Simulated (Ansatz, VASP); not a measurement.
# Na in VASP and in Ansatz

File INCAR:

```
SYSTEM = Na
ALGO = Normal
EDIFF = 1E-6
ENCUT = 520
GGA = PE
ISIF = 2
ISMEAR = 0
LASPH = .TRUE.
LCHARG = .FALSE.
LREAL = .FALSE.
LWAVE = .FALSE.
NBANDS = 14
NELM = 60
PREC = Accurate
SIGMA = 0.1
```

The input KPOINTS:

```
k-points
0
G
  6 6 6
  0 0 0
```

Contents of POSCAR:

```
Na
1.0
    5.0118659100      0.0000000000      0.0000000000
   -2.5059329600      4.3404032000      0.0000000000
    0.0000000000      0.0000000000      3.6481809000
Na
2
Direct
    0.3333333300      0.6666666700      0.5000000000
    0.6666666700      0.3333333300      0.5000000000
```

Input for Ansatz:

```yaml
crystal:
  lattice:
    - [5.01186591, 0.0, 0.0]
    - [-2.50593296, 4.3404032, 0.0]
    - [0.0, 0.0, 3.6481809]
  atoms:
    - { symbol: Na, position: [0.33333333, 0.66666667, 0.5] }
    - { symbol: Na, position: [0.66666667, 0.33333333, 0.5] }
basis:
  ecutwfc: 420
kpoints:
  mp_grid: { grid: [6, 6, 6] }
hamiltonian:
  xc: pbe
scf:
  occupations: { method: gaussian, width: 0.1 }
  lower_state_search: "off"
output:
  forces: true
  stress: true
  eigenvalues: true
```

Alike in both runs: task single point; functional PBE; k mesh 6 × 6 × 6; occupations gaussian, width 0.1 eV; no spin polarisation.

|  | VASP | Ansatz |
| --- | --- | --- |
| version | VASP 6.6.1 | Ansatz 0.2.0 |
| potentials or method | VASP PAW PBE potentials, release 64 (Na_pv), cutoff 520 eV | scalar-relativistic, plane waves, PAW |
| valence electrons in the cell | 14 | 18 |

```csv
,VASP,Ansatz,Ansatz less VASP
gap on the k mesh at the Fermi level (eV),none,none,-
pressure (GPa),1.4,1.5,+0.09
"traceless stress, the component that is largest in VASP (GPa)",-2.64,-2.64,+0.006
```

A gap of «none» marks a metal or a gap that the smearing closes. The functional is the same, so the differences come from potentials, cutoffs and numerics. VASP's potentials hold 14 valence electrons a cell and Ansatz's 18, so a difference there can come from the potentials and not from the codes.
